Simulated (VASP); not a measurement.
# Hf3N2 (R-3m) in VASP: further runs

Hf3N2 is run at these levels: PBEsol; tasks: single point.

All numbers are computed with VASP 6.6.1; they aren't measurements. Logs are shortened: lines on timing, memory, paths and dates and some standing lists are left out, and cuts for length are marked.

## Step 1: The cell of the first run

The structure is trigonal, space group R-3m (No. 166). The conventional cell has a = 3.111 Å, b = 3.111 Å, c = 22.551 Å, α = 90.00°, β = 90.00°, γ = 120.00°. Hf (site symmetry 3m) has 3 N at 2.21 Å and 12 Hf at 3.01 to 3.12 Å within 3.2 Å. Hf (site symmetry -3m) has 6 N at 2.20 Å within 2.9 Å. N (site symmetry 3m) has 6 Hf at 2.20 to 2.21 Å within 2.9 Å.

## Step 2: Single point, PBEsol

INCAR reads:

```
SYSTEM = Hf3N2
ALGO = Normal ; EDIFF = 1E-6
ENCUT = 520 ; GGA = PS
ISIF = 2 ; ISMEAR = 0
LASPH = .TRUE. ; LCHARG = .TRUE.
LELF = .TRUE. ; LREAL = .FALSE.
LVHAR = .TRUE. ; LWAVE = .FALSE.
NBANDS = 28 ; NELM = 80
PREC = Accurate ; SIGMA = 0.1
```

KPOINTS reads:

```
k-points
0
G
  12 12 12
  0 0 0
```

POSCAR reads:

```
Hf3N2
1.0
    1.5554755110      0.8980542050      7.5171338978
   -1.5554755110      0.8980542050      7.5171338978
    0.0000000000     -1.7961084100      7.5171338978
Hf N
3 2
Direct
    0.7799019275      0.7799019275      0.7799019275
    0.2200980725      0.2200980725      0.2200980725
    0.0000000000      0.0000000000      0.0000000000
    0.6105306959      0.6105306959      0.6105306959
    0.3894693041      0.3894693041      0.3894693041
```

Potentials or basis: VASP PAW PBE potentials, release 64 (Hf_pv, N).

On the command line:

```
$ cat potpaw_PBE.64/Hf_pv/POTCAR potpaw_PBE.64/N/POTCAR > POTCAR
$ mpirun -np 1 vasp_std > vasp.out
```

OUTCAR:

```text
SYSTEM = Hf3N2
   EDIFF = 1E-6
   ENCUT = 520
   GGA = PS
   ISIF = 2
   ISMEAR = 0
   LASPH = .TRUE.
   LREAL = .FALSE.
   NELM = 80
   PREC = Accurate

 ion  position               nearest neighbor table
   1  0.780  0.780  0.780-   5 2.21   5 2.21   5 2.21   2 3.01   2 3.01   2 3.01   3 3.12   3 3.12
                             3 3.12
   2  0.220  0.220  0.220-   4 2.21   4 2.21   4 2.21   1 3.01   1 3.01   1 3.01   3 3.12   3 3.12
                             3 3.12
   3  0.000  0.000  0.000-   4 2.20   4 2.20   5 2.20   5 2.20   4 2.20   5 2.20   2 3.12   1 3.12
                             2 3.12   1 3.12   2 3.12   1 3.12
   4  0.611  0.611  0.611-   3 2.20   3 2.20   3 2.20   2 2.21   2 2.21   2 2.21
   5  0.389  0.389  0.389-   3 2.20   3 2.20   3 2.20   1 2.21   1 2.21   1 2.21

  LATTYP: Found a trigonal (rhomboedric) cell.
 ALAT       =     7.7287325907
 COS(alpha) =     0.9189897841

  Lattice vectors:

 A1 = (   1.5554755110,   0.8980542050,   7.5171338978)
 A2 = (  -1.5554755110,   0.8980542050,   7.5171338978)
 A3 = (   0.0000000000,  -1.7961084100,   7.5171338978)

Analysis of symmetry for initial positions (statically):
=====================================================================
 Subroutine PRICEL returns:
 Original cell was already a primitive cell.

 Routine SETGRP: Setting up the symmetry group for a
 trigonal (rhombohedral) supercell.

 Subroutine GETGRP returns: Found 12 space group operations
 (whereof 12 operations were pure point group operations)
 out of a pool of 12 trial point group operations.

The static configuration has the point symmetry D_3d.

Analysis of symmetry for dynamics (positions and initial velocities):
=====================================================================
 Subroutine PRICEL returns:
 Original cell was already a primitive cell.

 Routine SETGRP: Setting up the symmetry group for a
 trigonal (rhombohedral) supercell.

 Subroutine GETGRP returns: Found 12 space group operations
 (whereof 12 operations were pure point group operations)
 out of a pool of 12 trial point group operations.

The dynamic configuration has the point symmetry D_3d.

 Subroutine INISYM returns: Found 12 space group operations
 (whereof 12 operations are pure point group operations),
 and found     1 'primitive' translations

----------------------------------------------------------------------------------------

                                     Primitive cell

  volume of cell :      63.0042

  direct lattice vectors                    reciprocal lattice vectors
     1.555475511  0.898054205  7.517133898     0.321445112  0.185586422  0.044343142
    -1.555475511  0.898054205  7.517133898    -0.321445112  0.185586422  0.044343142
     0.000000000 -1.796108410  7.517133898     0.000000000 -0.371172844  0.044343142

  length of vectors
     7.728732591  7.728732591  7.728732591     0.373812245  0.373812245  0.373812245

  position of ions in fractional coordinates (direct lattice)
     0.779901927  0.779901927  0.779901927
     0.220098073  0.220098073  0.220098073
     0.000000000  0.000000000  0.000000000
     0.610530696  0.610530696  0.610530696
     0.389469304  0.389469304  0.389469304

  ion indices of the primitive-cell ions
   primitive index   ion index
                 1           1
                 2           2
                 3           3
                 4           4
                 5           5

----------------------------------------------------------------------------------------

 KPOINTS: k-points

Automatic generation of k-mesh.
 Grid dimensions read from file:
 generate k-points for:   12   12   12

 Generating k-lattice:

  Cartesian coordinates                     Fractional coordinates (reciprocal lattice)
     0.026787093  0.015465535  0.003695262     0.083333333 -0.000000000  0.000000000
    -0.026787093  0.015465535  0.003695262    -0.000000000  0.083333333  0.000000000
     0.000000000 -0.030931070  0.003695262     0.000000000  0.000000000  0.083333333

  Length of vectors
     0.031151020  0.031151020  0.031151020

  Shift w.r.t. Gamma in fractional coordinates (k-lattice)
     0.000000000  0.000000000  0.000000000

 Subroutine IBZKPT returns following result:
 ===========================================

 Found    189 irreducible k-points:

 Following reciprocal coordinates:
            Coordinates               Weight
  0.000000  0.000000  0.000000      1.000000
  0.083333 -0.000000  0.000000      6.000000
  0.166667 -0.000000  0.000000      6.000000
  0.250000  0.000000 -0.000000      6.000000
  0.333333 -0.000000  0.000000      6.000000
  0.416667  0.000000  0.000000      6.000000
[... 16 lines left out ...]
  0.500000  0.166667 -0.000000     12.000000
 -0.416667  0.166667  0.000000     12.000000
 [... further k-points ...]
   k-points           NKPTS =    189   k-points in BZ     NKDIM =    189   number of bands    NBANDS=     28
   number of dos      NEDOS =    301   number of ions     NIONS =      5
   total plane-waves  NPLWV = 216000
   dimension x,y,z NGX =    60 NGY =   60 NGZ =   60
   dimension x,y,z NGXF=   120 NGYF=  120 NGZF=  120
   ions per type =               3   2
   NGX,Y,Z   is equivalent  to a cutoff of  12.91, 12.91, 12.91 a.u.
   NGXF,Y,Z  is equivalent  to a cutoff of  25.81, 25.81, 25.81 a.u.
 SYSTEM =  Hf3N2
   PREC   = accura    normal or accurate (medium, high low for compatibility)
   ISTART =      0    job   : 0-new  1-cont  2-samecut
   ICHARG =      2    charge: 1-file 2-atom 10-const
   ISPIN  =      1    spin polarized calculation?
   LNONCOLLINEAR =      F non collinear calculations
   LSORBIT =      F    spin-orbit coupling
   LASPH  =      T    aspherical Exc in radial PAW
   ENCUT  =  520.0 eV  38.22 Ry    6.18 a.u.  14.37 14.37 14.37*2*pi/ulx,y,z
   NELM   =     80;   NELMIN=  2; NELMDL= -5     # of ELM steps
   EDIFF  = 0.1E-05   stopping-criterion for ELM
   LREAL  =      F    real-space projection
   EDIFFG = 0.1E-04   stopping-criterion for IOM
   NSW    =      0    number of steps for IOM
   IBRION =     -1    ionic relax: 0-MD 1-quasi-New 2-CG
   NFREE  =      0    steps in history (QN), initial steepest desc. (CG)
   ISIF   =      2    stress and relaxation
   ISYM   =      2    0-nonsym 1-usesym 2-fastsym
   POTIM  = 0.5000    time-step for ionic-motion
   TEBEG  =    0.0;   TEEND  =   0.0 temperature during run
   PSTRESS=    0.0 pullay stress
   NELECT =      40.0000    total number of electrons
   NUPDOWN=      -1.0000    fix difference up-down
   EMIN   =  10.00;   EMAX   =-10.00  energy-range for DOS
   EFERMI =   0.00;   METHOD = LEGACY
   ISMEAR =     0;   SIGMA  =   0.10  broadening in eV -4-tet -1-fermi 0-gaus
   EFERMI_NEDOS =   21; number of points for ismear=-14 and -15
   IALGO  =     38    algorithm
   IMIX   =      4    mixing-type and parameters
     AMIX     =   0.40;   BMIX     =  1.00
     AMIX_MAG =   1.60;   BMIX_MAG =  1.00
  volume/ion in A,a.u.               =      12.60        85.03
  Fermi-wavevector in a.u.,A,eV,Ry     =   1.407036  2.658912 26.936121  1.979749
  Thomas-Fermi vector in A             =   2.529335
   LORBIT       =      0    0 simple, 1 ext, 2 COOP (PROOUT), +10 PAW based schemes
   GGA     = PS    functional components
   LHFCALC =     F    Hartree Fock is set to
   AEXX    =    0.0000 exact exchange contribution
   IVDW    =     0    specifies the selected vdW correction
   LEPSILON=     F    determine dielectric tensor
   LRPA    =     F    only Hartree local field effects (RPA)
 non-spin polarized calculation
 Gauss-broadening in eV      SIGMA  =   0.10
  energy-cutoff  :      520.00
  volume of cell :       63.00
 maximum number of plane-waves:      1719
 NGX is ok and might be reduce to    60
   NGX = 29   NGY = 29   NGZ = 29

 number of electron      40.0000000 magnetization

 Free energy of the ion-electron system (eV)
  ---------------------------------------------------
  ext. energy  EPLUGINS =         0.00000000
  ---------------------------------------------------
  free energy    TOTEN  =       -56.56285277 eV

  energy without entropy =      -56.55399656  energy(sigma->0) =      -56.55842467

 E-fermi :   7.2510     XC(G=0): -12.8428

 val. band max:        7.2488815742   @ k =   0.1667  -0.0000   0.0000
 cond. band min:       7.2531339032   @ k =   0.2500   0.0833   0.0833
 fundamental gap:      0.0042523290
 Fermi energy:         7.2509512295

 k-point     1 :       0.0000    0.0000    0.0000
  band No.  band energies     occupation
      1     -24.0915      2.00000
      2     -23.3721      2.00000
      3     -23.3721      2.00000
      4     -23.2943      2.00000
      5     -22.5131      2.00000
      6     -22.4544      2.00000
[... 20 lines left out ...]
     27      10.4621      0.00000
     28      11.5247      0.00000

 k-point     2 :       0.0833   -0.0000    0.0000
  band No.  band energies     occupation
      1     -24.0746      2.00000
      2     -23.4707      2.00000
      3     -23.3869      2.00000
      4     -23.2438      2.00000
      5     -22.5610      2.00000
      6     -22.4702      2.00000
[... 20 lines left out ...]
     27      10.6216      0.00000
     28      11.2404      0.00000

 k-point     3 :       0.1667   -0.0000    0.0000
  band No.  band energies     occupation
      1     -24.0284      2.00000
      2     -23.6696      2.00000
      3     -23.4271      2.00000
      4     -23.1740      2.00000
      5     -22.6988      2.00000
      6     -22.5957      2.00000
[... 20 lines left out ...]
     27      11.1108      0.00000
     28      11.9069      0.00000

 k-point     4 :       0.2500    0.0000   -0.0000
  band No.  band energies     occupation
      1     -23.9719      2.00000
      2     -23.9077      2.00000
      3     -23.4813      2.00000
      4     -23.1127      2.00000
      5     -22.8817      2.00000
      6     -22.7937      2.00000
[... 578 lines left out ...]
     27      12.6448      0.00000
     28      13.0495      0.00000

 k-point    23 :       0.5000    0.1667   -0.0000
  band No.  band energies     occupation
      1     -24.2502      2.00000
      2     -23.8230      2.00000
      3     -23.7331      2.00000
      4     -23.2051      2.00000
      5     -23.1529      2.00000
      6     -22.8724      2.00000
[... 20 lines left out ...]
     27      13.1256      0.00000
     28      13.5238      0.00000

 k-point    24 :      -0.4167    0.1667    0.0000
  band No.  band energies     occupation
      1     -24.2900      2.00000
      2     -23.8061      2.00000
      3     -23.7618      2.00000
      4     -23.2319      2.00000
      5     -23.1834      2.00000
      6     -22.8318      2.00000
[... 20 lines left out ...]
     27      12.8370      0.00000
     28      13.8005      0.00000

 [... further k-points ...]
[... 5 lines left out ...]
  --------------------------------------------------------------------------------------
  -------------------------------------------------------------------------------------
  Total        7.3083855      7.3083855      7.4283814      0.0000000      0.0000000      0.0000000
  in kB      185.8500848    185.8500848    188.9015447      0.0000000      0.0000000      0.0000000
  external PRESSURE =     186.8672381 kB  Pullay stress =       0.0000000 kB

 VOLUME and BASIS-vectors are now :
 -----------------------------------------------------------------------------
  energy-cutoff  :      520.00
  volume of cell :       63.00
      direct lattice vectors                 reciprocal lattice vectors
     1.555475511  0.898054205  7.517133898     0.321445112  0.185586422  0.044343142
    -1.555475511  0.898054205  7.517133898    -0.321445112  0.185586422  0.044343142
     0.000000000 -1.796108410  7.517133898     0.000000000 -0.371172844  0.044343142

 POSITION                                       TOTAL-FORCE (eV/Angst)
 -----------------------------------------------------------------------------------
      0.00000      0.00000     17.58788         0.000000     -0.000000     -0.076343
      0.00000      0.00000      4.96352         0.000000      0.000000      0.076343
      0.00000      0.00000      0.00000         0.000000      0.000000      0.000000
      0.00000      0.00000     13.76832         0.000000      0.000000      0.039167
      0.00000      0.00000      8.78308         0.000000      0.000000     -0.039167
 -----------------------------------------------------------------------------------
    total drift:                                0.000000      0.000000      0.000000

  FREE ENERGIE OF THE ION-ELECTRON SYSTEM (eV)
  ---------------------------------------------------
  free  energy   TOTEN  =       -56.5628527746 eV

  energy  without entropy=      -56.5539965636  energy(sigma->0) =      -56.55842467
```

It took 31 min on 1 thread of AMD EPYC 9R14 (Zen 4), shared host; peak memory 0.62 GiB.

Results:

```
Free energy            : -56.5629 eV
Pressure               : 18.7 GPa
Largest force          : 0.076 eV/Å
Band gap on the k mesh : zero (bands 20 and 21 overlap by 0.91 eV)
```

Forces in eV/Å, atoms in the order of the input:
```
Hf   0.000  0.000 -0.076
Hf   0.000  0.000  0.076
Hf   0.000  0.000  0.000
N    0.000  0.000  0.039
N    0.000  0.000 -0.039
```

Stress tensor (GPa, compression positive):
```
18.59  0.00  0.00
 0.00 18.59  0.00
 0.00  0.00 18.89
```

Caveat: the cell stands under pressure; the PAW data sets were made with another functional, which shifts forces and pressure a little; spin-orbit coupling is left out, which moves the levels of the heavy elements.

## Step 3: Single point, PBEsol

This run uses another cell than the first one, of 13.06 Å³/atom.

INCAR reads:

```
PREC = Accurate ; ENCUT = 520
EDIFF = 1E-6 ; ISMEAR = 0
SIGMA = 0.1 ; LREAL = False
LASPH = True ; NELM = 80
ALGO = Normal ; ISIF = 2
LWAVE = False ; LCHARG = False
GGA = PS ; NBANDS = 28
```

KPOINTS reads:

```
Automatic mesh
0
Gamma
  12 12 12
```

POSCAR reads:

```
Hf3N2
1.0
    1.5745351475      0.9090582912      7.6045206832
   -1.5745351475      0.9090582912      7.6045206832
    0.0000000000     -1.8181165825      7.6045206832
Hf N
3 2
Direct
    0.7794799651      0.7794799651      0.7794799651
    0.2205200349      0.2205200349      0.2205200349
    0.0000000000      0.0000000000      0.0000000000
    0.6108085977      0.6108085977      0.6108085977
    0.3891914023      0.3891914023      0.3891914023
```

Potentials or basis: VASP PAW PBE potentials, release 64 (Hf_pv, N).

On the command line:

```
$ cat potpaw_PBE.64/Hf_pv/POTCAR potpaw_PBE.64/N/POTCAR > POTCAR
$ mpirun -np 1 vasp_std > vasp.out
```

Wall time 34 min (1 thread of AMD EPYC 9R14 (Zen 4), shared host); peak memory 0.62 GiB.

The run converged. Its results:

```yaml
Free_energy: -56.7604 eV
Pressure: 8.6 GPa
Largest_force: 0.075 eV/Å
Band_gap_on_the_k_mesh: zero (bands 20 and 21 overlap by 0.96 eV)
```

Forces in eV/Å, atoms in the order of the input:
```
Hf   0.000  0.000 -0.075
Hf   0.000  0.000  0.075
Hf   0.000  0.000  0.000
N    0.000  0.000  0.035
N    0.000  0.000 -0.035
```

Stress tensor (GPa, compression positive):
```
8.55 0.00 0.00
0.00 8.55 0.00
0.00 0.00 8.81
```

Levels at points of the mesh, in eV from the Fermi level:
| k point | band 18 | band 19 | band 20 | band 21 | band 22 | band 23 |
| --- | --- | --- | --- | --- | --- | --- |
| (0.00, 0.00, 0.00) | -2.93 | 0.38 | 0.54 | 0.81 | 0.81 | 1.95 |
| (0.50, 0.00, 0.00) | -2.58 | -0.97 | -0.44 | -0.26 | 2.97 | 3.51 |
| (0.50, 0.50, 0.00) | -3.18 | -0.84 | -0.11 | 0.61 | 1.95 | 3.42 |
| (0.50, 0.50, 0.50) | -1.63 | -0.95 | 0.47 | 0.47 | 1.62 | 1.70 |

Caveat: the cell stands under pressure; the PAW data sets were made with another functional, which shifts forces and pressure a little; spin-orbit coupling is left out, which moves the levels of the heavy elements.

## Step 4: Single point, PBEsol

This run uses another cell than the first one, of 13.32 Å³/atom.

INCAR reads:

```
SYSTEM = Hf3N2
PREC = Accurate ; ENCUT = 520
EDIFF = 1E-6 ; ISMEAR = 0
SIGMA = 0.1 ; LREAL = .False.
LASPH = .True. ; NELM = 80
ALGO = Normal ; ISIF = 2
LWAVE = .False. ; LCHARG = .False.
GGA = PS ; NBANDS = 28
```

KPOINTS reads:

```
regular mesh
0
Gamma
  12 12 12
  0 0 0
```

POSCAR reads:

```
Hf3N2
1.0
    1.5850541539      0.9151314424      7.6532553977
   -1.5850541539      0.9151314424      7.6532553977
    0.0000000000     -1.8302628849      7.6532553977
Hf N
3 2
Direct
    0.7792298138      0.7792298138      0.7792298138
    0.2207701862      0.2207701862      0.2207701862
    0.0000000000      0.0000000000      0.0000000000
    0.6109615719      0.6109615719      0.6109615719
    0.3890384281      0.3890384281      0.3890384281
```

On the command line:

```
$ cat potpaw_PBE.64/Hf_pv/POTCAR potpaw_PBE.64/N/POTCAR > POTCAR
$ mpirun -np 1 vasp_std > vasp.out
```

Run time: 36 min. Hardware: 1 thread of AMD EPYC 9R14 (Zen 4), shared host; peak memory 0.62 GiB.

Results (log left out):

```yaml
Free_energy: -56.8117 eV
Pressure: 3.7 GPa
Largest_force: 0.069 eV/Å
Band_gap_on_the_k_mesh: zero (bands 20 and 21 overlap by 0.99 eV)
```

Forces on the atoms (eV/Å):
```
Hf   0.000  0.000 -0.069
Hf   0.000  0.000  0.069
Hf   0.000  0.000  0.000
N    0.000  0.000  0.032
N    0.000  0.000 -0.032
```

Stress tensor (GPa, compression positive):
```
3.59 0.00 0.00
0.00 3.59 0.00
0.00 0.00 3.82
```

Levels at points of the mesh, in eV from the Fermi level:
```csv
k point,band 18,band 19,band 20,band 21,band 22,band 23
"(0.00, 0.00, 0.00)",-2.96,0.39,0.54,0.79,0.79,1.94
"(0.50, 0.00, 0.00)",-2.52,-0.94,-0.44,-0.30,2.93,3.45
"(0.50, 0.50, 0.00)",-3.10,-0.85,-0.15,0.60,1.95,3.37
"(0.50, 0.50, 0.50)",-1.66,-0.91,0.47,0.47,1.54,1.66
```

Caveat: the cell stands under pressure; the PAW data sets were made with another functional, which shifts forces and pressure a little; spin-orbit coupling is left out, which moves the levels of the heavy elements.

## Step 5: Overview

```csv
cell,gap on the mesh (eV),pressure (GPa),largest force (eV/Å)
"a = 7.729 Å, angles 23.2°, 5 atoms, atomic positions A",none,18.7,0.08
"a = 7.819 Å, angles 23.2°, 5 atoms, atomic positions B",none,8.6,0.08
"a = 7.869 Å, angles 23.2°, 5 atoms, atomic positions C",none,3.7,0.07
```

Alike in all rows: task single point; level PBEsol; potentials or basis VASP PAW PBE potentials, release 64 (Hf_pv, N); no spin polarisation; k mesh 12 × 12 × 12; cutoff (eV) 520; smearing gaussian 0.1 eV.

Caveats: the cell stands under pressure; the PAW data sets were made with another functional, which shifts forces and pressure a little; spin-orbit coupling is left out, which moves the levels of the heavy elements.

Total energies depend on the potentials used, so only differences within one code and one set of settings carry meaning.
